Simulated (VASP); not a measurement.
Here is a VASP 6.6.1 calculation.

INCAR

```
  PREC = Accurate
  ENCUT = 520
  EDIFF = 1E-6
  ISMEAR = 0
  SIGMA = 0.1
  LREAL = False
  LASPH = True
  NELM = 80
  ALGO = Normal
  ISIF = 2
  LWAVE = False
  LCHARG = True
  GGA = PS
  LELF = True
  LVHAR = True
  NBANDS = 21
```

Contents of KPOINTS:

```
Automatic mesh
0
Gamma
  10 10 10
```

Contents of POSCAR:

```
Ge
1.0
    0.0000000000      2.8378497150      2.8378497150
    2.8378497150      0.0000000000      2.8378497150
    2.8378497150      2.8378497150      0.0000000000
Ge
2
Direct
    1.0000000000      1.0000000000      0.0000000000
    0.2500000000      0.2500000000      0.2500000000
```

Potentials or basis: VASP PAW PBE potentials, release 64 (Ge_d).

Launch:

```console
$ cat potpaw_PBE.64/Ge_d/POTCAR > POTCAR
$ mpirun -np 1 vasp_std > vasp.out
```

Predict the band gap on the k mesh.

zero (filled and empty bands touch).

Predict the pressure.

-0.4 GPa.

Caveat: semilocal functionals underestimate gaps, and a narrow one can read as zero; the PAW data sets were made with another functional, which shifts forces and pressure a little.

**What was measured.**

“Temperature-dependent photoluminescence in Ge: experiment and theory”, 2020, arxiv:2003.00143 reports, for a bulk crystal of Ge at 0 K: band gap 0.744 eV (indirect).

Against the measured gap of Ge, 0.744 eV (indirect; 0 K; “Temperature-dependent photoluminescence in Ge: experiment and theory”, 2020, arxiv:2003.00143), the calculated 0.00 eV is off by -0.74 eV. 3 values of this kind are on record (0.666 to 0.807 eV); this one was drawn at random among those near their median. Spin-orbit coupling on Ge is left out. The value is that of PBEsol on a finite k mesh, which can miss the band edges, without temperature or zero-point motion. Semilocal functionals fall short of measured gaps as a rule.
